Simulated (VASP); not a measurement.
# MgB2 (P6/mmm) in VASP: further runs, part 2 of 2

VASP 6.6.1. Earlier steps stand in the parts before.

**4. Electric field gradients, PBE (volume scaled by 0.99)**

INCAR

```
SYSTEM = MgB2
PREC = Accurate ; ENCUT = 520
EDIFF = 1E-8 ; ISMEAR = -1
SIGMA = 0.05 ; LREAL = .False.
LASPH = .True. ; NELM = 80
ALGO = Normal ; ISIF = 2
LWAVE = .False. ; LCHARG = .False.
GGA = PE ; LEFG = .True.
NBANDS = 11
```

KPOINTS

```
Automatic mesh
0
Gamma
  12 12 9
  0 0 0
```

POSCAR

```
MgB2
1.0
    3.0746829003      0.0000000000      0.0000000000
   -1.5373414502      2.6627535003      0.0000000000
    0.0000000000      0.0000000000      3.5112173033
Mg B
1 2
Direct
    0.0000000000      0.0000000000      0.0000000000
    0.3333333333      0.6666666667      0.5000000000
    0.6666666667      0.3333333333      0.5000000000
```

Potentials or basis: VASP PAW PBE potentials, release 64 (Mg, B).

Launch:

```sh
cat potpaw_PBE.64/Mg/POTCAR potpaw_PBE.64/B/POTCAR > POTCAR
mpirun -np 1 vasp_std > vasp.out
```

OUTCAR:

```text
SYSTEM = MgB2
   PREC = Accurate
   ENCUT = 520
   EDIFF = 1E-8
   ISMEAR = -1
   LREAL = .False.
   LASPH = .True.
   NELM = 80
   ISIF = 2
   GGA = PE

 ion  position               nearest neighbor table
   1  0.000  0.000  0.000-   2 2.50   3 2.50   2 2.50   3 2.50   3 2.50   3 2.50   2 2.50   2 2.50
                             3 2.50   3 2.50   2 2.50   2 2.50
   2  0.333  0.667  0.500-   3 1.78   3 1.78   3 1.78   1 2.50   1 2.50   1 2.50   1 2.50   1 2.50
                             1 2.50
   3  0.667  0.333  0.500-   2 1.78   2 1.78   2 1.78   1 2.50   1 2.50   1 2.50   1 2.50   1 2.50
                             1 2.50

  LATTYP: Found a hexagonal cell.
 ALAT       =     3.0746829003
 C/A-ratio  =     1.1419770484

  Lattice vectors:

 A1 = (   3.0746829003,   0.0000000000,   0.0000000000)
 A2 = (  -1.5373414502,   2.6627535003,   0.0000000000)
 A3 = (   0.0000000000,   0.0000000000,   3.5112173033)

Analysis of symmetry for initial positions (statically):
=====================================================================
 Subroutine PRICEL returns:
 Original cell was already a primitive cell.

 Routine SETGRP: Setting up the symmetry group for a
 hexagonal supercell.

 Subroutine GETGRP returns: Found 24 space group operations
 (whereof 24 operations were pure point group operations)
 out of a pool of 24 trial point group operations.

The static configuration has the point symmetry D_6h.

Analysis of symmetry for dynamics (positions and initial velocities):
=====================================================================
 Subroutine PRICEL returns:
 Original cell was already a primitive cell.

 Routine SETGRP: Setting up the symmetry group for a
[... 488 lines left out ...]
      2       0.2820      2.00000
      3       3.4501      2.00000
      4       3.6193      2.00000
      5       9.1438      0.00000
      6      10.0015      0.00000
      7      10.8057      0.00000
      8      14.8336      0.00000
      9      17.2984      0.00000
     10      18.1040      0.00000
     11      18.2071      0.00000

 [... further k-points ...]
[... 5 lines left out ...]
  --------------------------------------------------------------------------------------
  -------------------------------------------------------------------------------------
  Total        0.0567054      0.0567054      0.0106181     -0.0000000      0.0000000      0.0000000
  in kB        3.1604310      3.1604310      0.5917886     -0.0000000      0.0000000      0.0000000
  external PRESSURE =       2.3042168 kB  Pullay stress =       0.0000000 kB

 VOLUME and BASIS-vectors are now :
 -----------------------------------------------------------------------------
  energy-cutoff  :      520.00
  volume of cell :       28.75
      direct lattice vectors                 reciprocal lattice vectors
     3.074682900  0.000000000  0.000000000     0.325236791  0.187775549  0.000000000
    -1.537341450  2.662753500  0.000000000     0.000000000  0.375551098  0.000000000
     0.000000000  0.000000000  3.511217303     0.000000000  0.000000000  0.284801513

 POSITION                                       TOTAL-FORCE (eV/Angst)
 -----------------------------------------------------------------------------------
      0.00000      0.00000      0.00000        -0.000000     -0.000000      0.000000
     -0.00000      1.77517      1.75561        -0.000000     -0.000000     -0.000000
      1.53734      0.88758      1.75561         0.000000      0.000000      0.000000
 -----------------------------------------------------------------------------------
    total drift:                                0.000000     -0.000000      0.000000

  FREE ENERGIE OF THE ION-ELECTRON SYSTEM (eV)
  ---------------------------------------------------
  free  energy   TOTEN  =       -15.3286009240 eV

  energy  without entropy=      -15.3242957259  energy(sigma->0) =      -15.32644832

 Electric field gradients (V/A^2)
---------------------------------------------------------------------
 ion       V_xx      V_yy      V_zz      V_xy      V_xz      V_yz
---------------------------------------------------------------------
   1       0.084     0.084    -0.167    -0.000     0.000    -0.000
   2      -9.817    -9.817    19.634    -0.000     0.000     0.000
   3      -9.817    -9.817    19.634    -0.000     0.000     0.000
---------------------------------------------------------------------

 Electric field gradients after diagonalization (V/A^2)
 (convention: |V_zz| > |V_xx| > |V_yy|)
----------------------------------------------------------------------
 ion       V_xx      V_yy      V_zz     asymmetry (V_yy - V_xx)/ V_zz
----------------------------------------------------------------------
   1       0.084     0.084    -0.167       0.000
   2      -9.817    -9.817    19.634       0.000
   3      -9.817    -9.817    19.634       0.000
----------------------------------------------------------------------

           NMR quadrupolar parameters

 Cq : quadrupolar parameter    Cq=e*Q*V_zz/h
 eta: asymmetry parameters     (V_yy - V_xx)/ V_zz
 Q  : nuclear electric quadrupole moment in mb (millibarn)
----------------------------------------------------------------------
 ion       Cq(MHz)       eta       Q (mb)
----------------------------------------------------------------------
   1      -0.000       0.000       1.000
   2       0.047       0.000       1.000
   3       0.047       0.000       1.000
----------------------------------------------------------------------
```

OSZICAR:

```text
N       E                     dE             d eps       ncg     rms          rms(c)
DAV:   1     0.458240858876E+01    0.45824E+01   -0.38012E+03  2218   0.613E+02
DAV:   2    -0.164654153796E+02   -0.21048E+02   -0.19999E+02  2800   0.107E+02
DAV:   3    -0.170215682858E+02   -0.55615E+00   -0.55393E+00  2667   0.142E+01
DAV:   4    -0.170230519242E+02   -0.14836E-02   -0.14835E-02  2460   0.816E-01
DAV:   5    -0.170230571913E+02   -0.52671E-05   -0.52668E-05  2606   0.495E-02    0.527E+00
DAV:   6    -0.155767283704E+02    0.14463E+01   -0.17867E+00  2377   0.621E+00    0.253E+00
DAV:   7    -0.153352863766E+02    0.24144E+00   -0.99240E-01  2432   0.461E+00    0.773E-01
DAV:   8    -0.153394169049E+02   -0.41305E-02   -0.12428E-01  2319   0.186E+00    0.416E-01
DAV:   9    -0.153287944108E+02    0.10622E-01   -0.24378E-02  2309   0.717E-01    0.760E-02
DAV:  10    -0.153286101352E+02    0.18428E-03   -0.18680E-03  2526   0.234E-01    0.263E-02
DAV:  11    -0.153286010626E+02    0.90726E-05   -0.78501E-05  2340   0.548E-02    0.342E-03
DAV:  12    -0.153286010119E+02    0.50694E-07   -0.19533E-06  2422   0.769E-03    0.194E-03
DAV:  13    -0.153286009315E+02    0.80424E-07   -0.36487E-07  2435   0.330E-03    0.182E-04
DAV:  14    -0.153286009240E+02    0.75351E-08   -0.11049E-08  1913   0.691E-04
   1 F= -.15328601E+02 E0= -.15326448E+02  d E =-.430520E-02
```

Wall time 12 s (1 thread of Intel Xeon 6975P-C (Granite Rapids), shared host); peak memory 0.16 GiB.

Results:

```
Free energy            : -15.3286 eV
Pressure               : 0.2 GPa
Band gap on the k mesh : zero (band 4 reaches 7.13 eV, above the bottom of band 5 at 3.40 eV)
```

Stress tensor (GPa, compression positive):
```
0.32 0.00 0.00
0.00 0.32 0.00
0.00 0.00 0.06
```

Electric field gradients, principal values (V/Å²):
```
atom   least  middle  greatest (by size)
1 Mg   0.084   0.084              -0.167
 2 B  -9.817  -9.817              19.634
 3 B  -9.817  -9.817              19.634
```

Caveat: without QUAD_EFG the Cq values of the log hold for a quadrupole moment of 1 mb, not for the nuclei.
